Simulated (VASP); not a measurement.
BaTiO3:

```
CELL_PARAMETERS angstrom
7.90698 0.00000 0.00000
0.00000 3.95349 0.00000
0.00000 0.00000 3.95349
ATOMIC_POSITIONS crystal
Ba 0.25000 0.50000 0.50000
Ba 0.75000 0.50000 0.50000
Ti 0.00000 0.00000 0.00000
Ti 0.50000 0.00000 0.00000
O 0.25000 0.00000 0.00000
O 0.75000 0.00000 0.00000
O 0.00000 0.50000 0.00000
O 0.50000 0.50000 0.00000
O 0.00000 0.00000 0.50000
O 0.50000 0.00000 0.50000
```

| Quantity | Value |
| --- | --- |
| Program | VASP 6.6.1 |
| Task | relaxation of cell and atoms |
| Functional | r2SCAN |
| Potentials or basis | VASP PAW PBE potentials, release 64 (Ba_sv, Ti_sv, O) |
| Cutoff | 660 eV |
| k mesh | 4 × 6 × 6 |
| Occupations | methfessel-paxton, width 0.0141 eV |
| Spin | no spin polarisation |

At the start: pressure 8.0 GPa; volume 12.36 Å³/atom.

Where does the relaxation end?

Over 3 steps the energy falls by 12.3 meV/atom and the volume is 12.87 Å³/atom (+4.2 %); space group Pm-3m (No. 221, to 0.1 Å) before and after.

Step by step:
```
step  energy change (eV)  largest force (eV/Å)  pressure (GPa)  volume (Å³)
   1              0.0000                0.0000            7.98       123.59
   2              0.0333                0.0000           -7.65       134.93
   3             -0.1225                0.0000           -0.06       128.74
```

Final structure:
```xyz
10
Lattice="8.0155 0.0000 0.0000 0.0000 4.0076 0.0000 0.0000 0.0000 4.0076" Properties=species:S:1:pos:R:3 pbc="T T T"
Ba    2.0039    2.0038    2.0038
Ba    6.0116    2.0038    2.0038
Ti    0.0000    0.0000    0.0000
Ti    4.0077    0.0000    0.0000
O     2.0039    0.0000    0.0000
O     6.0116    0.0000    0.0000
O     0.0000    2.0038    0.0000
O     4.0077    2.0038    0.0000
O     0.0000    0.0000    2.0038
O     4.0077    0.0000    2.0038
```

Caveat: the PAW data sets were made with another functional, which shifts forces and pressure a little.
